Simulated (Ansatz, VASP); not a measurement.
Two plane-wave programs on Te

The input POSCAR:

```
Te
1.0
    3.8455900958     -2.1624295219      0.0000000000
    3.8455900958      2.1624295219      0.0000000000
   -0.0949153283      0.0000000000      6.0156685658
Te
3
Direct
    0.0000000000      0.0000000000      0.0000000000
    0.3094466100      0.3094466100      0.3388094900
    0.6905533900      0.6905533900      0.6611905100
```

Contents of INCAR.step1:

```
PREC = Accurate
ENCUT = 520
ISMEAR = -1
SIGMA = 0.05
LREAL = F
LASPH = T
NELM = 80
NBANDS = 16
GGA = PE
ALGO = Normal
EDIFF = 1E-4
LWAVE = T
LCHARG = F
```

File INCAR.step2:

```
PREC = Accurate
ENCUT = 520
EDIFF = 1E-6
ISMEAR = -1
SIGMA = 0.05
LREAL = F
LASPH = T
NELM = 80
ALGO = Normal
ISIF = 2
LWAVE = F
LCHARG = F
METAGGA = R2SCAN
LMIXTAU = T
NBANDS = 16
ISTART = 1
```

File KPOINTS:

```
Automatic mesh
0
Gamma
  7 7 5
```

input.yaml

```yaml
crystal:
  lattice:
    - [3.8455900958, -2.1624295219, 0.0]
    - [3.8455900958, 2.1624295219, 0.0]
    - [-0.0949153283, 0.0, 6.0156685658]
  atoms:
    - { symbol: Te, position: [0.0, 0.0, 0.0] }
    - { symbol: Te, position: [0.30944661, 0.30944661, 0.33880949] }
    - { symbol: Te, position: [0.69055339, 0.69055339, 0.66119051] }
hamiltonian:
  xc: r2scan
  pseudopotentials: { kind: paw }
kpoints:
  mp_grid: { grid: [7, 7, 5] }
scf:
  occupations: { method: fermi_dirac, width: 0.05 }
output:
  forces: true
  stress: true
  eigenvalues: true
  write_density: true
  write_potential: true
  elf: true
  volumetric_format: npy
```

Alike in both runs: task single point; functional r2SCAN; k mesh 7 × 7 × 5; occupations fermi-dirac, width 0.05 eV; no spin polarisation.

|  | VASP | Ansatz |
| --- | --- | --- |
| version | VASP 6.6.1 | Ansatz 0.2.0 |
| potentials or method | VASP PAW PBE potentials, release 64 (Te) | Ansatz PAW |
| plane-wave cutoff (eV) | 520 | 500 |
| valence electrons in the cell | 18 | 48 |

```tsv
	VASP	Ansatz	Ansatz less VASP
gap on the k mesh at the Fermi level (eV)	none	none	-
pressure (GPa)	-0.9	-0.9	+0.03
traceless stress, the component that is largest in VASP (GPa)	-0.32	-0.32	+0.001
rms of the force components (eV/Å)	0.022	0.027	+0.0050
```

VASP's potentials were made for PBE, not for r2SCAN. Atom by atom the forces differ by 0.005 eV/Å (rms over components). A gap of «none» marks a metal or a gap that the smearing closes. VASP's potentials hold 18 valence electrons a cell and Ansatz's 48, so a difference there can come from the potentials and not from the codes.

Spin-orbit coupling is off throughout.
